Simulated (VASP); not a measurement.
# H5C16F: single point with PBE+D3(BJ)

System: H5C16F, a slab with vacuum.

```
H C F
1.0
     5.04874    0.00000    0.00000
     2.52437    4.37234    0.00000
     0.00000    0.00000   16.67643
H C F
5 16 1
Direct
  0.16667 0.16667 0.05996
  0.66667 0.16667 0.05996
  0.16667 0.66667 0.05996
  0.66667 0.66667 0.05996
  0.98266 0.50867 0.34751
  0.16667 0.16667 0.12593
  0.66667 0.16667 0.12593
  0.16667 0.66667 0.12593
  0.66667 0.66667 0.12593
  0.83333 0.33333 0.15683
  0.33333 0.33333 0.15683
  0.83333 0.83333 0.15683
  0.33333 0.83333 0.15683
  0.82486 0.33843 0.25063
  0.32922 0.33539 0.25598
  0.82486 0.83672 0.25063
  0.32865 0.83567 0.25317
  0.98990 0.00505 0.28017
  0.49175 0.00412 0.27182
  0.99058 0.50471 0.28185
  0.49175 0.50412 0.27182
  0.98188 0.00906 0.36440
```

```yaml
Program: VASP 6.6.1
Task: single point
Functional: PBE
Dispersion: D3(BJ)
Potentials_or_basis: VASP PAW PBE potentials, release 64 (H, C, F)
Cutoff: 520 eV
k_mesh: 3 × 3 × 1
Occupations: fermi-dirac, width 0.02 eV
Spin: no spin polarisation
```

```yaml
Largest_force: 1.688 eV/Å
Dispersion_energy_per_atom: -0.107 eV
```

Forces on the atoms (eV/Å):
```
H    0.063  0.026 -0.136
H   -0.036  0.021 -0.086
H    0.009 -0.068 -0.136
H   -0.022  0.013 -0.109
H    0.000  0.000  0.030
C   -0.056 -0.029  1.331
C   -0.012  0.007  1.441
C   -0.003  0.063  1.331
C   -0.006  0.003  1.363
C    0.176 -0.118 -1.077
C    0.060 -0.034 -1.326
C    0.190 -0.093 -1.077
C   -0.377  0.218 -1.631
C    0.010 -0.003 -0.001
C   -0.005  0.003 -0.007
C    0.007 -0.007 -0.001
C   -0.007  0.004 -0.002
C    0.013 -0.007 -0.266
C    0.002 -0.003  0.027
C   -0.001  0.001  0.004
C    0.003  0.000  0.027
F   -0.009  0.005  0.300
```

Levels at points of the mesh, in eV from the Fermi level:
| k point | band 34 | band 35 | band 36 | band 37 | band 38 | band 39 | band 40 | band 41 | band 42 | band 43 |
| --- | --- | --- | --- | --- | --- | --- | --- | --- | --- | --- |
| (0.00, 0.00, 0.00) | -3.09 | -2.97 | -1.74 | -1.72 | -0.36 | 0.00 | 1.97 | 3.56 | 3.87 | 4.46 |

It took 7.3 min on 1 thread of Intel Xeon 8259CL, on a shared host, peak memory 0.48 GiB.

Caveat: the k points lie up to 0.48 Å⁻¹ apart.
